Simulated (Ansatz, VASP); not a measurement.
**Two plane-wave programs on Al**

POSCAR

```
Al
1.0
    0.0000000000      2.0207284053      2.0207284053
    2.0207284053      0.0000000000      2.0207284053
    2.0207284053      2.0207284053      0.0000000000
Al
1
Direct
    0.0000000000      0.0000000000      0.0000000000
```

File INCAR.step1:

```
SYSTEM = Al
PREC     = Accurate       ! precision mode
ENCUT    = 520            ! plane-wave cutoff, eV
ISMEAR   = 0              ! smearing method
SIGMA    = 0.1            ! smearing width, eV
LREAL    = .False.        ! projectors in reciprocal space
LASPH    = .True.         ! aspherical terms in the spheres
NELM     = 60             ! most SCF steps
NBANDS   = 8              ! bands
GGA      = PE             ! functional
ALGO     = Normal         ! electronic algorithm
EDIFF    = 1E-4           ! SCF threshold, eV
LWAVE    = .True.         ! write WAVECAR
LCHARG   = .False.        ! write CHGCAR
```

The input INCAR.step2:

```
SYSTEM = Al
PREC     = Accurate       ! precision mode
ENCUT    = 520            ! plane-wave cutoff, eV
EDIFF    = 1E-6           ! SCF threshold, eV
ISMEAR   = 0              ! smearing method
SIGMA    = 0.1            ! smearing width, eV
LREAL    = .False.        ! projectors in reciprocal space
LASPH    = .True.         ! aspherical terms in the spheres
NELM     = 60             ! most SCF steps
ALGO     = Normal         ! electronic algorithm
ISIF     = 2              ! what is computed and relaxed
LWAVE    = .False.        ! write WAVECAR
LCHARG   = .True.         ! write CHGCAR
METAGGA  = R2SCAN         ! meta-GGA
LMIXTAU  = .True.       
LELF     = .True.         ! ELF
LVHAR    = .True.       
NBANDS   = 8              ! bands
ISTART   = 1
```

The input KPOINTS:

```
Automatic mesh
0
Gamma
  18 18 18
  0 0 0
```

Input for Ansatz:

```yaml
crystal:
  lattice:
    - [0.0, 2.0207284053, 2.0207284053]
    - [2.0207284053, 0.0, 2.0207284053]
    - [2.0207284053, 2.0207284053, 0.0]
  atoms:
    - { symbol: Al, position: [0.0, 0.0, 0.0] }
basis:
  ecutwfc: 500
kpoints:
  mp_grid: { grid: [18, 18, 18] }
  band_path:
    path:
      - [[0.0, 0.0, 0.0], [0.5, 0.0, 0.5], [0.625, 0.25, 0.625]]
      - [[0.375, 0.375, 0.75], [0.0, 0.0, 0.0], [0.5, 0.5, 0.5], [0.5, 0.25, 0.75], [0.5, 0.0, 0.5]]
    npoints: 14
hamiltonian:
  xc: r2scan
scf:
  occupations: { method: gaussian, width: 0.1 }
  n_extra_bands: 6
output:
  forces: true
  stress: true
  eigenvalues: true
  populations: true
  dos: { projected: true, de: 0.02, nscf_kmesh: { grid: [27, 27, 27] } }
  bader: true
```

Alike in both runs: task single point; functional r2SCAN; k mesh 18 × 18 × 18; occupations gaussian, width 0.1 eV; no spin polarisation.

|  | VASP | Ansatz |
| --- | --- | --- |
| version | VASP 6.6.1 | Ansatz 0.2.0 |
| potentials or method | VASP PAW PBE potentials, release 64 (Al), cutoff 520 eV | scalar-relativistic, plane waves, PAW |
| valence electrons in the cell | 3 | 3 |

Ansatz gave:

| Quantity | Value |
| --- | --- |
| gap on the k mesh at the Fermi level (eV) | none |
| pressure (GPa) | -3.1 |

Which values does VASP return?

gap on the k mesh at the Fermi level (eV): none; pressure (GPa): -3.4.

VASP's potentials were made for PBE, not for r2SCAN. A gap of «none» marks a metal or a gap that the smearing closes. With one functional, cell and mesh, what is left measures potentials, basis and numerics.
